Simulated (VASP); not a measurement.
A run of VASP 6.6.1 is set up as follows.

The input INCAR:

```
SYSTEM = BiB
PREC = Accurate
ENCUT = 520
EDIFF = 1E-6
ISMEAR = -1
SIGMA = 0.03
LREAL = .False.
LASPH = .True.
NELM = 80
ALGO = Normal
ISIF = 2
LWAVE = .False.
LCHARG = .False.
GGA = PS
NBANDS = 16
```

The input KPOINTS:

```
regular mesh
0
Gamma
  8 8 8
  0 0 0
```

POSCAR

```
BiB
1.0
    0.0000000000      2.7269591364      2.7269591364
    2.7269591364      0.0000000000      2.7269591364
    2.7269591364      2.7269591364      0.0000000000
B Bi
1 1
Direct
    0.0000000000      0.0000000000      0.0000000000
    0.2500000000      0.2500000000      0.2500000000
```

Potentials or basis: VASP PAW PBE potentials, release 64 (B, Bi_d).

Run with:

```bash
$ cat potpaw_PBE.64/B/POTCAR potpaw_PBE.64/Bi_d/POTCAR > POTCAR
$ mpirun -np 1 vasp_std > vasp.out
```

Problem. What does it give for the pressure?

Solution. 0.0 GPa.

Problem. What does it give for the band gap on the k mesh?

Solution. 0.45 eV.

Caveat: the structure was generated, so it needn't be the stable form of BiB; the PAW data sets were made with another functional, which shifts forces and pressure a little; spin-orbit coupling is left out, which moves the levels of the heavy elements. A k mesh can miss the band edges.
